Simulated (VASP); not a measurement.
# Hf (P6_3/mmc) in VASP: single point with PBEsol

Aim: the single point of Hf with PBEsol.

All numbers are computed with VASP 6.6.1; they aren't measurements. Logs are shortened: lines on timing, memory, paths and dates and some standing lists are left out, and cuts for length are marked.

## Step 1: The cell of the first run

It takes space group P6_3/mmc (No. 194, hexagonal). Conventional cell: a = 3.159 Å, b = 3.159 Å, c = 4.999 Å, α = 90.00°, β = 90.00°, γ = 120.00°. Hf (site symmetry -6m2) has 12 Hf at 3.09 to 3.16 Å within 4.1 Å.

## Step 2: Single point, PBEsol

File INCAR:

```
  PREC = Accurate
  ENCUT = 520
  EDIFF = 1E-6
  ISMEAR = -1
  SIGMA = 0.05
  LREAL = F
  LASPH = T
  NELM = 80
  ALGO = Normal
  ISIF = 2
  LWAVE = F
  LCHARG = F
  GGA = PS
  NBANDS = 28
```

File KPOINTS:

```
Automatic mesh
0
Gamma
  10 7 6
```

File POSCAR:

```
Hf
1.0
   -1.5794576015      2.7357008142      0.0000000000
    0.0000000000      0.0000000000      4.9985932680
    4.7383728046      2.7357008142      0.0000000000
Hf
4
Direct
    0.5000000000      0.2500000000      0.1666666670
    0.0000000000      0.2500000000      0.6666666670
    0.0000000000      0.7500000000      0.3333333330
    0.5000000000      0.7500000000      0.8333333330
```

Potentials or basis: VASP PAW PBE potentials, release 64 (Hf_pv).

Command:

```bash
$ cat potpaw_PBE.64/Hf_pv/POTCAR > POTCAR
$ mpirun -np 1 vasp_std > vasp.out
```

OUTCAR:

```text
PREC = Accurate
   ENCUT = 520
   EDIFF = 1E-6
   ISMEAR = -1
   LREAL = F
   LASPH = T
   NELM = 80
   ISIF = 2
   GGA = PS

 ion  position               nearest neighbor table
   1  0.500  0.250  0.167-   3 3.09   3 3.09   3 3.09   3 3.09   4 3.09   4 3.09   2 3.16   2 3.16
                             2 3.16   2 3.16
   2  0.000  0.250  0.667-   4 3.09   4 3.09   4 3.09   4 3.09   3 3.09   3 3.09   1 3.16   1 3.16
                             1 3.16   1 3.16
   3  0.000  0.750  0.333-   1 3.09   1 3.09   1 3.09   1 3.09   2 3.09   2 3.09   4 3.16   4 3.16
                             4 3.16   4 3.16
   4  0.500  0.750  0.833-   2 3.09   2 3.09   2 3.09   2 3.09   1 3.09   1 3.09   3 3.16   3 3.16
                             3 3.16   3 3.16

  LATTYP: Found a simple orthorhombic cell.
 ALAT       =     3.1589152030
 B/A-ratio  =     1.5823765270
 C/A-ratio  =     1.7320508076

  Lattice vectors:

 A1 = (  -1.5794576015,   2.7357008142,   0.0000000000)
 A2 = (   0.0000000000,   0.0000000000,   4.9985932680)
 A3 = (   4.7383728046,   2.7357008142,   0.0000000000)

Analysis of symmetry for initial positions (statically):
=====================================================================
 Subroutine PRICEL returns following result:

  LATTYP: Found a hexagonal cell.
 ALAT       =     3.1589152030
 C/A-ratio  =     1.5823765270

  Lattice vectors:

 A1 = (   1.5794576016,   2.7357008142,   0.0000000000)
 A2 = (  -3.1589152031,   0.0000000000,   0.0000000000)
 A3 = (   0.0000000000,   0.0000000000,   4.9985932680)

   2 primitive cells build up your supercell.

 Routine SETGRP: Setting up the symmetry group for a
 simple orthorhombic supercell.

 Subroutine GETGRP returns: Found  8 space group operations
 (whereof  4 operations were pure point group operations)
 out of a pool of  8 trial point group operations.

The static configuration has the point symmetry C_2h.
 The point group associated with its full space group is D_2h.

Analysis of symmetry for dynamics (positions and initial velocities):
=====================================================================
 Subroutine PRICEL returns following result:

  LATTYP: Found a hexagonal cell.
 ALAT       =     3.1589152030
 C/A-ratio  =     1.5823765270

  Lattice vectors:

 A1 = (   1.5794576016,   2.7357008142,   0.0000000000)
 A2 = (  -3.1589152031,   0.0000000000,   0.0000000000)
 A3 = (   0.0000000000,   0.0000000000,   4.9985932680)

   2 primitive cells build up your supercell.

 Routine SETGRP: Setting up the symmetry group for a
 simple orthorhombic supercell.

 Subroutine GETGRP returns: Found  8 space group operations
 (whereof  4 operations were pure point group operations)
 out of a pool of  8 trial point group operations.

The dynamic configuration has the point symmetry C_2h.
 The point group associated with its full space group is D_2h.

 Subroutine INISYM returns: Found  8 space group operations
 (whereof  4 operations are pure point group operations),
 and found     2 'primitive' translations

----------------------------------------------------------------------------------------

                                     Primitive cell

  volume of cell :      43.1971

  direct lattice vectors                    reciprocal lattice vectors
     1.579457602  2.735700814  0.000000000     0.000000000  0.365537048  0.000000000
    -3.158915203  0.000000000  0.000000000    -0.316564370  0.182768524  0.000000000
     0.000000000  0.000000000  4.998593268     0.000000000  0.000000000  0.200056285

  length of vectors
     3.158915203  3.158915203  4.998593268     0.365537048  0.365537048  0.200056285

  position of ions in fractional coordinates (direct lattice)
     0.666666667  0.333333333  0.250000000
     0.333333333  0.666666667  0.750000000

  ion indices of the primitive-cell ions
   primitive index   ion index
                 1           1
                 2           4

----------------------------------------------------------------------------------------

 KPOINTS: Automatic mesh

Automatic generation of k-mesh.
 Grid dimensions read from file:
 generate k-points for:   10    7    6

 Generating k-lattice:

  Cartesian coordinates                     Fractional coordinates (reciprocal lattice)
    -0.015828218  0.027415279  0.000000000     0.100000000  0.000000000  0.000000000
     0.000000000  0.000000000  0.028579469     0.000000000  0.142857143  0.000000000
     0.026380364  0.015230710  0.000000000     0.000000000  0.000000000  0.166666667

  Length of vectors
     0.031656437  0.028579469  0.030461421

  Shift w.r.t. Gamma in fractional coordinates (k-lattice)
     0.000000000  0.000000000  0.000000000

 Subroutine IBZKPT returns following result:
 ===========================================

 Found     96 irreducible k-points:

 Following reciprocal coordinates:
            Coordinates               Weight
  0.000000  0.000000  0.000000      1.000000
  0.100000  0.000000 -0.000000      2.000000
  0.200000  0.000000 -0.000000      2.000000
  0.300000  0.000000  0.000000      2.000000
  0.400000  0.000000  0.000000      2.000000
  0.500000  0.000000  0.000000      1.000000
[... 16 lines left out ...]
  0.400000  0.428571  0.000000      4.000000
  0.500000  0.428571  0.000000      2.000000
 [... further k-points ...]
   k-points           NKPTS =     96   k-points in BZ     NKDIM =     96   number of bands    NBANDS=     28
   number of dos      NEDOS =    301   number of ions     NIONS =      4
   total plane-waves  NPLWV =  40320
   dimension x,y,z NGX =    24 NGY =   40 NGZ =   42
   dimension x,y,z NGXF=    48 NGYF=   80 NGZF=   84
   ions per type =               4
   NGX,Y,Z   is equivalent  to a cutoff of  12.63, 13.30, 12.76 a.u.
   NGXF,Y,Z  is equivalent  to a cutoff of  25.26, 26.61, 25.52 a.u.
 SYSTEM =  unknown system
   PREC   = accura    normal or accurate (medium, high low for compatibility)
   ISTART =      0    job   : 0-new  1-cont  2-samecut
   ICHARG =      2    charge: 1-file 2-atom 10-const
   ISPIN  =      1    spin polarized calculation?
   LNONCOLLINEAR =      F non collinear calculations
   LSORBIT =      F    spin-orbit coupling
   LASPH  =      T    aspherical Exc in radial PAW
   ENCUT  =  520.0 eV  38.22 Ry    6.18 a.u.   5.87  9.29 10.17*2*pi/ulx,y,z
   NELM   =     80;   NELMIN=  2; NELMDL= -5     # of ELM steps
   EDIFF  = 0.1E-05   stopping-criterion for ELM
   LREAL  =      F    real-space projection
   EDIFFG = 0.1E-04   stopping-criterion for IOM
   NSW    =      0    number of steps for IOM
   IBRION =     -1    ionic relax: 0-MD 1-quasi-New 2-CG
   NFREE  =      0    steps in history (QN), initial steepest desc. (CG)
   ISIF   =      2    stress and relaxation
   ISYM   =      2    0-nonsym 1-usesym 2-fastsym
   POTIM  = 0.5000    time-step for ionic-motion
   TEBEG  =    0.0;   TEEND  =   0.0 temperature during run
   PSTRESS=    0.0 pullay stress
   NELECT =      40.0000    total number of electrons
   NUPDOWN=      -1.0000    fix difference up-down
   EMIN   =  10.00;   EMAX   =-10.00  energy-range for DOS
   EFERMI =   0.00;   METHOD = LEGACY
   ISMEAR =    -1;   SIGMA  =   0.05  broadening in eV -4-tet -1-fermi 0-gaus
   EFERMI_NEDOS =   21; number of points for ismear=-14 and -15
   IALGO  =     38    algorithm
   IMIX   =      4    mixing-type and parameters
     AMIX     =   0.40;   BMIX     =  1.00
     AMIX_MAG =   1.60;   BMIX_MAG =  1.00
  volume/ion in A,a.u.               =      21.60       145.75
  Fermi-wavevector in a.u.,A,eV,Ry     =   1.266485  2.393310 21.823530  1.603984
  Thomas-Fermi vector in A             =   2.399683
   LORBIT       =      0    0 simple, 1 ext, 2 COOP (PROOUT), +10 PAW based schemes
   GGA     = PS    functional components
   LHFCALC =     F    Hartree Fock is set to
   AEXX    =    0.0000 exact exchange contribution
   IVDW    =     0    specifies the selected vdW correction
   LEPSILON=     F    determine dielectric tensor
   LRPA    =     F    only Hartree local field effects (RPA)
 non-spin polarized calculation
  energy-cutoff  :      520.00
  volume of cell :       86.39
 maximum number of plane-waves:      2356
 NGX is ok and might be reduce to    24
   NGX = 11   NGY = 19   NGZ = 21

 number of electron      39.9999991 magnetization

 Free energy of the ion-electron system (eV)
  ---------------------------------------------------
  ext. energy  EPLUGINS =         0.00000000
  ---------------------------------------------------
  free energy    TOTEN  =       -42.02413539 eV

  energy without entropy =      -41.99879943  energy(sigma->0) =      -42.01146741

 E-fermi :   5.0065     XC(G=0): -11.5527

 val. band max:        5.0047249417   @ k =   0.0000   0.4286   0.0000
 cond. band min:       5.0161948369   @ k =   0.3000   0.2857   0.0000
 fundamental gap:      0.0114698952
 Fermi energy:         5.0064909973

 k-point     1 :       0.0000    0.0000    0.0000
  band No.  band energies     occupation
      1     -26.0042      2.00000
      2     -25.8096      2.00000
      3     -25.6428      2.00000
      4     -25.5891      2.00000
      5     -25.3602      2.00000
      6     -25.2717      2.00000
[... 20 lines left out ...]
     27       7.0397      0.00000
     28       7.6973      0.00000

 k-point     2 :       0.1000    0.0000   -0.0000
  band No.  band energies     occupation
      1     -25.9823      2.00000
      2     -25.7917      2.00000
      3     -25.6260      2.00000
      4     -25.5718      2.00000
      5     -25.3938      2.00000
      6     -25.2850      2.00000
[... 20 lines left out ...]
     27       7.2610      0.00000
     28       7.3650      0.00000

 k-point     3 :       0.2000    0.0000   -0.0000
  band No.  band energies     occupation
      1     -25.9196      2.00000
      2     -25.7436      2.00000
      3     -25.5808      2.00000
      4     -25.5225      2.00000
      5     -25.4750      2.00000
      6     -25.3251      2.00000
[... 616 lines left out ...]
      3     -25.7635      2.00000
      4     -25.7126      2.00000
      5     -25.5419      2.00000
      6     -25.4777      2.00000
[... 20 lines left out ...]
     27       7.6587      0.00000
     28       7.8672      0.00000

 k-point    24 :       0.5000    0.4286    0.0000
  band No.  band energies     occupation
      1     -25.7967      2.00000
      2     -25.7967      2.00000
      3     -25.7723      2.00000
      4     -25.7723      2.00000
      5     -25.4469      2.00000
      6     -25.4469      2.00000
[... 20 lines left out ...]
     27       7.6819      0.00000
     28       7.6819      0.00000

 [... further k-points ...]

------------------------ aborting loop because EDIFF is reached ----------------------------------------

  FORCE on cell =-STRESS in cart. coord.  units (eV):
  Direction    XX          YY          ZZ          XY          YZ          ZX
  --------------------------------------------------------------------------------------
  -------------------------------------------------------------------------------------
  Total       -0.1991283     -0.1462410     -0.3527747     -0.0458017      0.0000000     -0.0000000
  in kB       -3.6928283     -2.7120361     -6.5421981     -0.8493910      0.0000000     -0.0000000
  external PRESSURE =      -4.3156875 kB  Pullay stress =       0.0000000 kB

 VOLUME and BASIS-vectors are now :
 -----------------------------------------------------------------------------
  energy-cutoff  :      520.00
  volume of cell :       86.39
      direct lattice vectors                 reciprocal lattice vectors
    -1.579457601  2.735700814  0.000000000    -0.158282185  0.274152786  0.000000000
     0.000000000  0.000000000  4.998593268     0.000000000  0.000000000  0.200056285
     4.738372805  2.735700814  0.000000000     0.158282185  0.091384262  0.000000000

 POSITION                                       TOTAL-FORCE (eV/Angst)
 -----------------------------------------------------------------------------------
      0.00000      1.82380      1.24965        -0.003139     -0.001812     -0.000000
      3.15892      1.82380      1.24965        -0.003139     -0.001812      0.000000
      1.57946      0.91190      3.74894         0.003139      0.001812     -0.000000
      3.15892      3.64760      3.74894         0.003139      0.001812      0.000000
 -----------------------------------------------------------------------------------
    total drift:                                0.000000      0.000000     -0.000000

  FREE ENERGIE OF THE ION-ELECTRON SYSTEM (eV)
  ---------------------------------------------------
  free  energy   TOTEN  =       -42.0241353888 eV

  energy  without entropy=      -41.9987994285  energy(sigma->0) =      -42.01146741
```

It took 1.7 min on 1 thread of AMD EPYC 9R45 (Zen 5), shared host; peak memory 0.28 GiB.

What came out:

```yaml
Free_energy: -42.0241 eV
Pressure: -0.4 GPa
Largest_force: 0.004 eV/Å
Band_gap_on_the_k_mesh: zero (bands 20 and 21 overlap by 1.26 eV)
```

Forces on the atoms (eV/Å):
```
Hf  -0.003 -0.002  0.000
Hf  -0.003 -0.002  0.000
Hf   0.003  0.002  0.000
Hf   0.003  0.002  0.000
```

Caveat: the PAW data sets were made with another functional, which shifts forces and pressure a little; spin-orbit coupling is left out, which moves the levels of the heavy elements.
